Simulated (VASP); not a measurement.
# AlN (P6_3mc) in VASP: a series of runs

Aim: see how the results for AlN move with the level of theory and the settings. Levels: r2SCANh, PBE-based screened hybrid with 35 % exact exchange. Tasks: single point.

All numbers are computed with VASP 6.6.1; they aren't measurements. Logs are shortened: lines on timing, memory, paths and dates and some standing lists are left out, and cuts for length are marked.

### 1 The cell of the first run

The structure is hexagonal, space group P6_3mc (No. 186). Conventional cell: a = 3.111 Å, b = 3.111 Å, c = 4.979 Å, α = 90.00°, β = 90.00°, γ = 120.00°. Al (site symmetry 3m) has 4 N at 1.89 to 1.90 Å within 2.5 Å. Within 2.5 Å of N (site symmetry 3m) lie 4 Al at 1.89 to 1.90 Å.

### 2 Single point, r2SCANh

POSCAR reads:

```
AlN
1.0
    3.1107606290      0.0000000000      0.0000000000
   -1.5553803145      2.6939977298      0.0000000000
    0.0000000000      0.0000000000      4.9787706144
Al N
2 2
Direct
    0.3333333333      0.6666666667      0.0015708995
    0.6666666667      0.3333333333      0.5015708995
    0.3333333333      0.6666666667      0.3834291005
    0.6666666667      0.3333333333      0.8834291005
```

INCAR.step1 reads:

```
PREC = Accurate
ENCUT = 520
EDIFF = 1E-5
ISMEAR = 0
SIGMA = 0.05
LREAL = F
LASPH = T
NELM = 60
ALGO = Normal
ISIF = 2
LWAVE = T
LCHARG = F
NBANDS = 16
GGA = PE
```

INCAR.step2 reads:

```
PREC = Accurate
ENCUT = 520
EDIFF = 1E-7
ISMEAR = 0
SIGMA = 0.05
LREAL = F
LASPH = T
NELM = 60
ALGO = Normal
ISIF = 2
LWAVE = F
LCHARG = F
METAGGA = R2SCAN
LHFCALC = T
AEXX = 0.1
LMIXTAU = T
PRECFOCK = Normal
NBANDS = 16
ISTART = 1
```

KPOINTS reads:

```
Automatic mesh
0
Gamma
  6 6 4
```

Potentials or basis: VASP PAW PBE potentials, release 64 (Al, N).

Command:

```console
$ cat potpaw_PBE.64/Al/POTCAR potpaw_PBE.64/N/POTCAR > POTCAR
$ cp INCAR.step1 INCAR
$ mpirun -np 1 vasp_std > vasp.out
$ cp INCAR.step2 INCAR
$ mpirun -np 1 vasp_std > vasp.out
```

OUTCAR:

```text
PREC = Accurate
   ENCUT = 520
   EDIFF = 1E-7
   ISMEAR = 0
   LREAL = F
   LASPH = T
   NELM = 60
   ISIF = 2
   METAGGA = R2SCAN
   LHFCALC = T
   AEXX = 0.1
   PRECFOCK = Normal
   ISTART = 1

 ion  position               nearest neighbor table
   1  0.333  0.667  0.002-   4 1.89   4 1.89   4 1.89   3 1.90   2 3.07   2 3.07   2 3.07   2 3.07
                             2 3.07   2 3.07
   2  0.667  0.333  0.502-   3 1.89   3 1.89   3 1.89   4 1.90   1 3.07   1 3.07   1 3.07   1 3.07
                             1 3.07   1 3.07
   3  0.333  0.667  0.383-   2 1.89   2 1.89   2 1.89   1 1.90
   4  0.667  0.333  0.883-   1 1.89   1 1.89   1 1.89   2 1.90

  LATTYP: Found a hexagonal cell.
 ALAT       =     3.1107606290
 C/A-ratio  =     1.6004994303

  Lattice vectors:

 A1 = (   3.1107606290,   0.0000000000,   0.0000000000)
 A2 = (  -1.5553803145,   2.6939977298,   0.0000000000)
 A3 = (   0.0000000000,   0.0000000000,   4.9787706144)

Analysis of symmetry for initial positions (statically):
=====================================================================
 Subroutine PRICEL returns:
 Original cell was already a primitive cell.

 Routine SETGRP: Setting up the symmetry group for a
 hexagonal supercell.

 Subroutine GETGRP returns: Found 12 space group operations
 (whereof  6 operations were pure point group operations)
 out of a pool of 24 trial point group operations.

The static configuration has the point symmetry C_3v.
 The point group associated with its full space group is C_6v.

Analysis of symmetry for dynamics (positions and initial velocities):
=====================================================================
 Subroutine PRICEL returns:
 Original cell was already a primitive cell.

 Routine SETGRP: Setting up the symmetry group for a
 hexagonal supercell.

 Subroutine GETGRP returns: Found 12 space group operations
 (whereof  6 operations were pure point group operations)
 out of a pool of 24 trial point group operations.

The dynamic configuration has the point symmetry C_3v.
 The point group associated with its full space group is C_6v.

 Subroutine INISYM returns: Found 12 space group operations
 (whereof  6 operations are pure point group operations),
 and found     1 'primitive' translations

----------------------------------------------------------------------------------------

                                     Primitive cell

  volume of cell :      41.7240

  direct lattice vectors                    reciprocal lattice vectors
     3.110760629  0.000000000  0.000000000     0.321464786  0.185597781  0.000000000
    -1.555380315  2.693997730  0.000000000     0.000000000  0.371195562  0.000000000
     0.000000000  0.000000000  4.978770614     0.000000000  0.000000000  0.200852796

  length of vectors
     3.110760629  3.110760629  4.978770614     0.371195562  0.371195562  0.200852796

  position of ions in fractional coordinates (direct lattice)
     0.333333333  0.666666667  0.001570900
     0.666666667  0.333333333  0.501570900
     0.333333333  0.666666667  0.383429101
     0.666666667  0.333333333  0.883429101

  ion indices of the primitive-cell ions
   primitive index   ion index
                 1           1
                 2           2
                 3           3
                 4           4

----------------------------------------------------------------------------------------

 KPOINTS: Automatic mesh

Automatic generation of k-mesh.
 Grid dimensions read from file:
 generate k-points for:    6    6    4

 Generating k-lattice:

  Cartesian coordinates                     Fractional coordinates (reciprocal lattice)
     0.053577464  0.030932963  0.000000000     0.166666667  0.000000000  0.000000000
     0.000000000  0.061865927  0.000000000     0.000000000  0.166666667  0.000000000
     0.000000000  0.000000000  0.050213199     0.000000000  0.000000000  0.250000000

  Length of vectors
     0.061865927  0.061865927  0.050213199

  Shift w.r.t. Gamma in fractional coordinates (k-lattice)
     0.000000000  0.000000000  0.000000000

 Subroutine IBZKPT returns following result:
 ===========================================

 Found     21 irreducible k-points:

 Following reciprocal coordinates:
            Coordinates               Weight
  0.000000  0.000000  0.000000      1.000000
  0.166667 -0.000000  0.000000      6.000000
  0.333333 -0.000000  0.000000      6.000000
  0.500000  0.000000  0.000000      3.000000
  0.166667  0.166667  0.000000      6.000000
  0.333333  0.166667  0.000000     12.000000
[... 13 lines left out ...]
  0.333333  0.166667  0.500000     12.000000
  0.333333  0.333333  0.500000      2.000000
   k-points           NKPTS =     21   k-points in BZ     NKDIM =    144   number of bands    NBANDS=     16
   number of dos      NEDOS =    301   number of ions     NIONS =      4
   total plane-waves  NPLWV =  23040
   dimension x,y,z NGX =    24 NGY =   24 NGZ =   40
   dimension x,y,z NGXF=    48 NGYF=   48 NGZF=   80
   ions per type =               2   2
   NGX,Y,Z   is equivalent  to a cutoff of  12.83, 12.83, 13.36 a.u.
   NGXF,Y,Z  is equivalent  to a cutoff of  25.65, 25.65, 26.71 a.u.
 SYSTEM =  unknown system
   PREC   = accura    normal or accurate (medium, high low for compatibility)
   ISTART =      1    job   : 0-new  1-cont  2-samecut
   ICHARG =      0    charge: 1-file 2-atom 10-const
   ISPIN  =      1    spin polarized calculation?
   LNONCOLLINEAR =      F non collinear calculations
   LSORBIT =      F    spin-orbit coupling
   LASPH  =      T    aspherical Exc in radial PAW
   ENCUT  =  520.0 eV  38.22 Ry    6.18 a.u.   5.78  5.78  9.26*2*pi/ulx,y,z
   NELM   =     60;   NELMIN=  2; NELMDL=  0     # of ELM steps
   EDIFF  = 0.1E-06   stopping-criterion for ELM
   LREAL  =      F    real-space projection
   EDIFFG = 0.1E-05   stopping-criterion for IOM
   NSW    =      0    number of steps for IOM
   IBRION =     -1    ionic relax: 0-MD 1-quasi-New 2-CG
   NFREE  =      0    steps in history (QN), initial steepest desc. (CG)
   ISIF   =      2    stress and relaxation
   ISYM   =      3    0-nonsym 1-usesym 2-fastsym
   POTIM  = 0.5000    time-step for ionic-motion
   TEBEG  =    0.0;   TEEND  =   0.0 temperature during run
   PSTRESS=    0.0 pullay stress
   NELECT =      16.0000    total number of electrons
   NUPDOWN=      -1.0000    fix difference up-down
   EMIN   =  10.00;   EMAX   =-10.00  energy-range for DOS
   EFERMI =   0.00;   METHOD = LEGACY
   ISMEAR =     0;   SIGMA  =   0.05  broadening in eV -4-tet -1-fermi 0-gaus
   EFERMI_NEDOS =   21; number of points for ismear=-14 and -15
   IALGO  =     38    algorithm
   IMIX   =      1    mixing-type and parameters
     AMIX     =   0.40;   BMIX     =  1.00
     AMIX_MAG =   1.60;   BMIX_MAG =  1.00
  volume/ion in A,a.u.               =      10.43        70.39
  Fermi-wavevector in a.u.,A,eV,Ry     =   1.189377  2.247597 19.247040  1.414617
  Thomas-Fermi vector in A             =   2.325486
   LORBIT       =      0    0 simple, 1 ext, 2 COOP (PROOUT), +10 PAW based schemes
   METAGGA = R2SCAN    functional components
   LHFCALC =     T    Hartree Fock is set to
   PRECFOCK=normal    Normal, Fast or Accurate (Low or Medium for compatibility)
   ENCUT4O =  -1.0   cutoff for four orbital integrals eV
   NKREDX  =     1    reduce k-point grid by
   NKREDY  =     1    reduce k-point grid by
   NKREDZ  =     1    reduce k-point grid by
   AEXX    =    0.1000 exact exchange contribution
   HFSCREEN=    0.0000 screening length (either q_TF or 0.3 A-1)
   HFSCREENC=   0.0000 screening length for correlation (either q_TF or 0.3 A-1)
   ENCUTFOCK=  -1.0 apply spherical cutoff to Coloumb kernel
   IVDW    =     0    specifies the selected vdW correction
   LEPSILON=     F    determine dielectric tensor
   LRPA    =     F    only Hartree local field effects (RPA)
 non-spin polarized calculation
 Gauss-broadening in eV      SIGMA  =   0.05
  energy-cutoff  :      520.00
  volume of cell :       41.72
 maximum number of plane-waves:      1152
 NGX is ok and might be reduce to    24
  NGX = 18; NGY = 18; NGZ = 28

 number of electron      15.9999997 magnetization

 Free energy of the ion-electron system (eV)
  ---------------------------------------------------
  ext. energy  EPLUGINS =         0.00000000
  ---------------------------------------------------
  free energy    TOTEN  =       -40.34086443 eV

  energy without entropy =      -40.34086443  energy(sigma->0) =      -40.34086443

 E-fermi :   5.7023     XC(G=0): -10.3960

 val. band max:        5.4285471157   @ k =   0.0000   0.0000   0.0000
 cond. band min:      11.0476471992   @ k =   0.0000   0.0000   0.0000
 fundamental gap:      5.6191000834
 Fermi energy:         5.7022998137

 k-point     1 :       0.0000    0.0000    0.0000
  band No.  band energies     occupation
      1     -11.0472      2.00000
      2      -8.8660      2.00000
      3      -0.8426      2.00000
      4       4.4933      2.00000
      5       4.4933      2.00000
      6       5.1860      2.00000
[... 8 lines left out ...]
     15      20.3789      0.00000
     16      20.3789      0.00000

 k-point     2 :       0.1667   -0.0000    0.0000
  band No.  band energies     occupation
      1     -10.6901      2.00000
      2      -8.6755      2.00000
      3      -0.4037      2.00000
      4       3.0371      2.00000
      5       3.8704      2.00000
      6       4.0812      2.00000
[... 8 lines left out ...]
     15      19.6530      0.00000
     16      19.9212      0.00000

 k-point     3 :       0.3333   -0.0000    0.0000
  band No.  band energies     occupation
      1      -9.7758      2.00000
      2      -8.3408      2.00000
      3       0.7224      2.00000
      4       0.7971      2.00000
      5       1.9444      2.00000
      6       3.4580      2.00000
[... 8 lines left out ...]
     15      19.4273      0.00000
     16      21.8088      0.00000
[... 305 lines left out ...]
 k-point    20 :       0.3333    0.1667    0.5000
  band No.  band energies     occupation
      1      -8.6913      2.00000
      2      -8.6913      2.00000
      3       0.0326      2.00000
      4       0.0326      2.00000
      5       2.6680      2.00000
      6       2.6680      2.00000
[... 8 lines left out ...]
     15      20.7997      0.00000
     16      20.7997      0.00000

 k-point    21 :       0.3333    0.3333    0.5000
  band No.  band energies     occupation
      1      -8.4686      2.00000
      2      -8.4686      2.00000
      3       0.3806      2.00000
      4       0.3806      2.00000
      5       1.3784      2.00000
      6       1.3784      2.00000
[... 8 lines left out ...]
     15      21.0194      0.00000
     16      21.0194      0.00000

------------------------ aborting loop because EDIFF is reached ----------------------------------------

  FORCE on cell =-STRESS in cart. coord.  units (eV):
  Direction    XX          YY          ZZ          XY          YZ          ZX
  --------------------------------------------------------------------------------------
  -------------------------------------------------------------------------------------
  Total       -0.6077069     -0.6077069     -0.5091519      0.0000000      0.0000000     -0.0000000
  in kB      -23.3355923    -23.3355923    -19.5511373      0.0000000      0.0000000     -0.0000000
  external PRESSURE =     -22.0741073 kB  Pullay stress =       0.0000000 kB

 VOLUME and BASIS-vectors are now :
 -----------------------------------------------------------------------------
  energy-cutoff  :      520.00
  volume of cell :       41.72
      direct lattice vectors                 reciprocal lattice vectors
     3.110760629  0.000000000  0.000000000     0.321464786  0.185597781  0.000000000
    -1.555380315  2.693997730  0.000000000     0.000000000  0.371195562  0.000000000
     0.000000000  0.000000000  4.978770614     0.000000000  0.000000000  0.200852796

 POSITION                                       TOTAL-FORCE (eV/Angst)
 -----------------------------------------------------------------------------------
     -0.00000      1.79600      0.00782         0.000000      0.000000      0.002577
      1.55538      0.89800      2.49721        -0.000000      0.000000      0.002577
     -0.00000      1.79600      1.90901        -0.000000      0.000000     -0.002577
      1.55538      0.89800      4.39839         0.000000     -0.000000     -0.002577
 -----------------------------------------------------------------------------------
    total drift:                                0.000000      0.000000     -0.001287

  FREE ENERGIE OF THE ION-ELECTRON SYSTEM (eV)
  ---------------------------------------------------
  free  energy   TOTEN  =       -40.3408644277 eV

  energy  without entropy=      -40.3408644277  energy(sigma->0) =      -40.34086443
```

It took 45 min on 1 thread of AMD EPYC 7R43 (Zen 3), shared host; peak memory 0.14 GiB.

Results:

```
Free energy            : -40.3409 eV
Pressure               : -2.2 GPa
Band gap on the k mesh : 5.62 eV
```

Forces in eV/Å, atoms in the order of the input:
```
Al   0.000  0.000  0.003
Al   0.000  0.000  0.003
N    0.000  0.000 -0.003
N    0.000  0.000 -0.003
```

Caveat: the PAW data sets were made with another functional, which shifts forces and pressure a little.

### 3 Single point, PBE-based screened hybrid with 35 % exact exchange

POSCAR is that of step 2.

INCAR.step1 reads:

```
  ALGO = Normal
  EDIFF = 1E-5
  ENCUT = 520
  GGA = PE
  ISIF = 2
  ISMEAR = 0
  LASPH = T
  LREAL = F
  LWAVE = T
  NBANDS = 16
  NELM = 80
  PREC = Accurate
  SIGMA = 0.05
```

INCAR.step2 reads:

```
  AEXX = 0.35
  ALGO = Normal
  EDIFF = 1E-6
  ENCUT = 520
  GGA = PE
  HFSCREEN = 0.20787
  ISIF = 2
  ISMEAR = 0
  ISTART = 1
  LASPH = T
  LCHARG = T
  LELF = T
  LHFCALC = T
  LREAL = F
  LVHAR = T
  LWAVE = F
  NBANDS = 16
  NELM = 80
  PREC = Accurate
  PRECFOCK = Normal
  SIGMA = 0.05
```

KPOINTS reads:

```
k-points
0
Gamma
  6 6 4
```

Potentials or basis: VASP PAW PBE potentials, release 64 (Al, N).

Command:

```console
$ cat potpaw_PBE.64/Al/POTCAR potpaw_PBE.64/N/POTCAR > POTCAR
$ cp INCAR.step1 INCAR
$ mpirun -np 1 vasp_std > vasp.out
$ cp INCAR.step2 INCAR
$ mpirun -np 1 vasp_std > vasp.out
```

Wall time 39 min (1 thread of AMD EPYC 7R43 (Zen 3), shared host); peak memory 0.23 GiB.

It converged, with:

```
Free energy            : -37.0128 eV
Pressure               : -3.4 GPa
Band gap on the k mesh : 6.12 eV
```

Stress tensor (GPa, compression positive):
```
-3.51  0.00  0.00
 0.00 -3.51  0.00
 0.00  0.00 -3.24
```

Levels at points of the mesh, in eV from the valence-band top:
| k point | band 6 | band 7 | band 8 | band 9 | band 10 | band 11 |
| --- | --- | --- | --- | --- | --- | --- |
| (0.00, 0.00, 0.00) | -0.25 | -0.25 | 0.00 | 6.12 | 8.71 | 13.21 |
| (0.50, 0.00, 0.00) | -2.39 | -1.95 | -0.80 | 7.72 | 7.72 | 10.34 |
| (0.00, 0.00, 0.50) | -0.64 | -0.64 | -0.64 | 8.54 | 8.54 | 12.67 |
| (0.50, 0.00, 0.50) | -1.68 | -1.54 | -1.54 | 7.19 | 7.19 | 11.40 |

Caveat: the cell stands under tension; the PAW data sets were made with another functional, which shifts forces and pressure a little.
